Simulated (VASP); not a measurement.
# TeO (Pmma) in VASP: single point with PBE

Aim: the single point of TeO with PBE.

Everything below comes from runs of VASP 6.6.1. Logs are shortened: lines on timing, memory, paths and dates and some standing lists are left out, and cuts for length are marked.

## 1. The cell of the first run

Symmetry: Pmma, No. 51, orthorhombic system. Conventional cell: a = 4.015 Å, b = 3.068 Å, c = 6.279 Å, α = 90.00°, β = 90.00°, γ = 90.00°. Within 2.8 Å of Te (site symmetry mm2) lie 3 O at 2.09 to 2.58 Å. Within 2.9 Å of O (site symmetry mm2) lie 3 Te at 2.09 to 2.58 Å and 2 O at 2.84 Å.

The cell was generated, and may not be a known phase.

## 2. Single point, PBE

Input file INCAR:

```
ALGO = Normal
EDIFF = 1E-6
ENCUT = 600
GGA = PE
GGA_COMPAT = F
ISIF = 2
ISMEAR = 0
LASPH = T
LCHARG = F
LREAL = F
LWAVE = F
NBANDS = 20
NELM = 120
PREC = Accurate
SIGMA = 0.2
```

Input file KPOINTS:

```
k-points
0
Gamma
  4 6 3
```

Input file POSCAR:

```
TeO
1.0
    4.0148513228      0.0000000000      0.0000000000
    0.0000000000      3.0681605242      0.0000000000
    0.0000000000      0.0000000000      6.2790631848
Te O
2 2
Direct
    0.7500000000      0.5000000000      0.7493725090
    0.2500000000      0.5000000000      0.2506274910
    0.7500000000      0.5000000000      0.1598312595
    0.2500000000      0.5000000000      0.8401687405
```

Potentials or basis: VASP PAW PBE potentials, release 64 (Te, O).

Run with:

```
$ cat potpaw_PBE.64/Te/POTCAR potpaw_PBE.64/O/POTCAR > POTCAR
$ mpirun -np 1 vasp_std > vasp.out
```

OUTCAR:

```text
EDIFF = 1E-6
   ENCUT = 600
   GGA = PE
   ISIF = 2
   ISMEAR = 0
   LASPH = T
   LREAL = F
   NELM = 120
   PREC = Accurate

 ion  position               nearest neighbor table
   1  0.750  0.500  0.749-   4 2.09   4 2.09   3 2.58
   2  0.250  0.500  0.251-   3 2.09   3 2.09   4 2.58
   3  0.750  0.500  0.160-   2 2.09   2 2.09   1 2.58
   4  0.250  0.500  0.840-   1 2.09   1 2.09   2 2.58

  LATTYP: Found a simple orthorhombic cell.
 ALAT       =     3.0681605242
 B/A-ratio  =     1.3085532165
 C/A-ratio  =     2.0465236859

  Lattice vectors:

 A1 = (   0.0000000000,  -3.0681605242,   0.0000000000)
 A2 = (   4.0148513228,   0.0000000000,   0.0000000000)
 A3 = (   0.0000000000,   0.0000000000,   6.2790631848)

Analysis of symmetry for initial positions (statically):
=====================================================================
 Subroutine PRICEL returns:
 Original cell was already a primitive cell.

 Routine SETGRP: Setting up the symmetry group for a
 simple orthorhombic supercell.

 Subroutine GETGRP returns: Found  8 space group operations
 (whereof  4 operations were pure point group operations)
 out of a pool of  8 trial point group operations.

The static configuration has the point symmetry C_2h.
 The point group associated with its full space group is D_2h.

Analysis of symmetry for dynamics (positions and initial velocities):
=====================================================================
 Subroutine PRICEL returns:
 Original cell was already a primitive cell.

 Routine SETGRP: Setting up the symmetry group for a
 simple orthorhombic supercell.

 Subroutine GETGRP returns: Found  8 space group operations
 (whereof  4 operations were pure point group operations)
 out of a pool of  8 trial point group operations.

The dynamic configuration has the point symmetry C_2h.
 The point group associated with its full space group is D_2h.

 Subroutine INISYM returns: Found  8 space group operations
 (whereof  4 operations are pure point group operations),
 and found     1 'primitive' translations

----------------------------------------------------------------------------------------

                                     Primitive cell

  volume of cell :      77.3468

  direct lattice vectors                    reciprocal lattice vectors
     4.014851323  0.000000000  0.000000000     0.249075226  0.000000000  0.000000000
     0.000000000  3.068160524  0.000000000     0.000000000  0.325928188  0.000000000
     0.000000000  0.000000000  6.279063185     0.000000000  0.000000000  0.159259426

  length of vectors
     4.014851323  3.068160524  6.279063185     0.249075226  0.325928188  0.159259426

  position of ions in fractional coordinates (direct lattice)
     0.750000000  0.500000000  0.749372509
     0.250000000  0.500000000  0.250627491
     0.750000000  0.500000000  0.159831260
     0.250000000  0.500000000  0.840168740

  ion indices of the primitive-cell ions
   primitive index   ion index
                 1           1
                 2           2
                 3           3
                 4           4

----------------------------------------------------------------------------------------

 KPOINTS: k-points

Automatic generation of k-mesh.
 Grid dimensions read from file:
 generate k-points for:    4    6    3

 Generating k-lattice:

  Cartesian coordinates                     Fractional coordinates (reciprocal lattice)
     0.062268806  0.000000000  0.000000000     0.250000000  0.000000000  0.000000000
     0.000000000  0.054321365  0.000000000     0.000000000  0.166666667  0.000000000
     0.000000000  0.000000000  0.053086475     0.000000000  0.000000000  0.333333333

  Length of vectors
     0.062268806  0.054321365  0.053086475

  Shift w.r.t. Gamma in fractional coordinates (k-lattice)
     0.000000000  0.000000000  0.000000000

 Subroutine IBZKPT returns following result:
 ===========================================

 Found     24 irreducible k-points:

 Following reciprocal coordinates:
            Coordinates               Weight
  0.000000  0.000000  0.000000      1.000000
  0.250000  0.000000  0.000000      2.000000
  0.500000  0.000000  0.000000      1.000000
  0.000000  0.166667  0.000000      2.000000
  0.250000  0.166667  0.000000      4.000000
  0.500000  0.166667  0.000000      2.000000
[... 16 lines left out ...]
  0.250000  0.500000  0.333333      4.000000
  0.500000  0.500000  0.333333      2.000000
   k-points           NKPTS =     24   k-points in BZ     NKDIM =     24   number of bands    NBANDS=     20
   number of dos      NEDOS =    301   number of ions     NIONS =      4
   total plane-waves  NPLWV =  44800
   dimension x,y,z NGX =    32 NGY =   28 NGZ =   50
   dimension x,y,z NGXF=    64 NGYF=   56 NGZF=  100
   ions per type =               2   2
   NGX,Y,Z   is equivalent  to a cutoff of  13.25, 15.17, 13.24 a.u.
   NGXF,Y,Z  is equivalent  to a cutoff of  26.50, 30.34, 26.48 a.u.
 SYSTEM =  unknown system
   PREC   = accura    normal or accurate (medium, high low for compatibility)
   ISTART =      0    job   : 0-new  1-cont  2-samecut
   ICHARG =      2    charge: 1-file 2-atom 10-const
   ISPIN  =      1    spin polarized calculation?
   LNONCOLLINEAR =      F non collinear calculations
   LSORBIT =      F    spin-orbit coupling
   LASPH  =      T    aspherical Exc in radial PAW
   ENCUT  =  600.0 eV  44.10 Ry    6.64 a.u.   8.02  6.13 12.54*2*pi/ulx,y,z
   NELM   =    120;   NELMIN=  2; NELMDL= -5     # of ELM steps
   EDIFF  = 0.1E-05   stopping-criterion for ELM
   LREAL  =      F    real-space projection
   EDIFFG = 0.1E-04   stopping-criterion for IOM
   NSW    =      0    number of steps for IOM
   IBRION =     -1    ionic relax: 0-MD 1-quasi-New 2-CG
   NFREE  =      0    steps in history (QN), initial steepest desc. (CG)
   ISIF   =      2    stress and relaxation
   ISYM   =      2    0-nonsym 1-usesym 2-fastsym
   POTIM  = 0.5000    time-step for ionic-motion
   TEBEG  =    0.0;   TEEND  =   0.0 temperature during run
   PSTRESS=    0.0 pullay stress
   NELECT =      24.0000    total number of electrons
   NUPDOWN=      -1.0000    fix difference up-down
   EMIN   =  10.00;   EMAX   =-10.00  energy-range for DOS
   EFERMI =   0.00;   METHOD = LEGACY
   ISMEAR =     0;   SIGMA  =   0.20  broadening in eV -4-tet -1-fermi 0-gaus
   EFERMI_NEDOS =   21; number of points for ismear=-14 and -15
   IALGO  =     38    algorithm
   IMIX   =      4    mixing-type and parameters
     AMIX     =   0.40;   BMIX     =  1.00
     AMIX_MAG =   1.60;   BMIX_MAG =  1.00
  volume/ion in A,a.u.               =      19.34       130.49
  Fermi-wavevector in a.u.,A,eV,Ry     =   1.108318  2.094418 16.712977  1.228369
  Thomas-Fermi vector in A             =   2.244844
   LORBIT       =      0    0 simple, 1 ext, 2 COOP (PROOUT), +10 PAW based schemes
   GGA     = PE    functional components
   LHFCALC =     F    Hartree Fock is set to
   AEXX    =    0.0000 exact exchange contribution
   IVDW    =     0    specifies the selected vdW correction
   LEPSILON=     F    determine dielectric tensor
   LRPA    =     F    only Hartree local field effects (RPA)
 non-spin polarized calculation
 Gauss-broadening in eV      SIGMA  =   0.20
  energy-cutoff  :      600.00
  volume of cell :       77.35
 maximum number of plane-waves:      2612
   NGX = 17   NGY = 13   NGZ = 25

 number of electron      24.0000005 magnetization

 Free energy of the ion-electron system (eV)
  ---------------------------------------------------
  ext. energy  EPLUGINS =         0.00000000
  ---------------------------------------------------
  free energy    TOTEN  =       -17.55663411 eV

  energy without entropy =      -17.53065981  energy(sigma->0) =      -17.54364696

 E-fermi :   6.2565     XC(G=0):  -9.7912

 val. band max:        6.2491694494   @ k =   0.2500   0.1667   0.0000
 cond. band min:       6.2803034548   @ k =   0.0000   0.1667   0.0000
 fundamental gap:      0.0311340055
 Fermi energy:         6.2564939793

 k-point     1 :       0.0000    0.0000    0.0000
  band No.  band energies     occupation
      1     -13.3714      2.00000
      2     -12.4590      2.00000
      3      -4.7466      2.00000
      4      -4.6685      2.00000
      5      -1.5218      2.00000
      6      -0.5379      2.00000
[... 12 lines left out ...]
     19      14.2535      0.00000
     20      15.7281      0.00000

 k-point     2 :       0.2500    0.0000    0.0000
  band No.  band energies     occupation
      1     -13.0902      2.00000
      2     -12.3809      2.00000
      3      -6.2210      2.00000
      4      -5.8038      2.00000
      5      -0.7643      2.00000
      6       0.6674      2.00000
[... 12 lines left out ...]
     19      14.9129      0.00000
     20      15.4566      0.00000

 k-point     3 :       0.5000    0.0000    0.0000
  band No.  band energies     occupation
      1     -12.5349      2.00000
      2     -12.5349      2.00000
      3      -6.9459      2.00000
      4      -6.9459      2.00000
      5       0.5715      2.00000
      6       0.5715      2.00000
[... 12 lines left out ...]
     19      15.8832      0.00000
     20      15.8832      0.00000

 k-point     4 :       0.0000    0.1667    0.0000
  band No.  band energies     occupation
      1     -13.2667      2.00000
      2     -12.3799      2.00000
      3      -4.4184      2.00000
      4      -4.3601      2.00000
      5      -1.3962      2.00000
      6      -0.4313      2.00000
[... 429 lines left out ...]
 k-point    23 :       0.2500    0.5000    0.3333
  band No.  band energies     occupation
      1     -12.6889      2.00000
      2     -12.1256      2.00000
      3      -4.6920      2.00000
      4      -3.9351      2.00000
      5      -0.0215      2.00000
      6       0.6466      2.00000
[... 12 lines left out ...]
     19      13.2174      0.00000
     20      15.2452      0.00000

 k-point    24 :       0.5000    0.5000    0.3333
  band No.  band energies     occupation
      1     -12.2704      2.00000
      2     -12.2704      2.00000
      3      -5.2817      2.00000
      4      -5.2817      2.00000
      5       1.1558      2.00000
      6       1.1558      2.00000
[... 12 lines left out ...]
     19      14.3636      0.00000
     20      14.3636      0.00000

------------------------ aborting loop because EDIFF is reached ----------------------------------------

  FORCE on cell =-STRESS in cart. coord.  units (eV):
  Direction    XX          YY          ZZ          XY          YZ          ZX
  --------------------------------------------------------------------------------------
  -------------------------------------------------------------------------------------
  Total       -0.3000694     -0.3578018     -0.1682618      0.0000000      0.0000000     -0.0000000
  in kB       -6.2156968     -7.4115792     -3.4854089      0.0000000      0.0000000     -0.0000000
  external PRESSURE =      -5.7042283 kB  Pullay stress =       0.0000000 kB

 VOLUME and BASIS-vectors are now :
 -----------------------------------------------------------------------------
  energy-cutoff  :      600.00
  volume of cell :       77.35
      direct lattice vectors                 reciprocal lattice vectors
     4.014851323  0.000000000  0.000000000     0.249075226  0.000000000  0.000000000
     0.000000000  3.068160524  0.000000000     0.000000000  0.325928188  0.000000000
     0.000000000  0.000000000  6.279063185     0.000000000  0.000000000  0.159259426

 POSITION                                       TOTAL-FORCE (eV/Angst)
 -----------------------------------------------------------------------------------
      3.01114      1.53408      4.70536         0.000000     -0.000000      0.014223
      1.00371      1.53408      1.57371         0.000000     -0.000000     -0.014223
      3.01114      1.53408      1.00359         0.000000     -0.000000     -0.061369
      1.00371      1.53408      5.27547        -0.000000      0.000000      0.061369
 -----------------------------------------------------------------------------------
    total drift:                                0.000000     -0.000000      0.000000

  FREE ENERGIE OF THE ION-ELECTRON SYSTEM (eV)
  ---------------------------------------------------
  free  energy   TOTEN  =       -17.5566341069 eV

  energy  without entropy=      -17.5306598056  energy(sigma->0) =      -17.54364696
```

It took 16 s on 1 thread of Intel Xeon 6975P-C (Granite Rapids), shared host; peak memory 0.21 GiB.

Results:

- Free energy: -17.5566 eV
- Pressure: -0.6 GPa
- Largest force: 0.061 eV/Å
- Band gap on the k mesh: zero (bands 12 and 13 overlap by 1.96 eV)

Forces in eV/Å, atoms in the order of the input:
```
Te   0.000  0.000  0.014
Te   0.000  0.000 -0.014
O    0.000  0.000 -0.061
O    0.000  0.000  0.061
```

Caveat: the k points lie up to 0.39 Å⁻¹ apart, too coarse for converged energies and pressures of a metal; spin-orbit coupling is left out, which moves the levels of the heavy elements; this functional lacks dispersion, which binds layers or chains, so the pressure and a relaxed spacing across them are unreliable.

The gap in the log of VASP goes by the Fermi energy; the results here count the filled bands.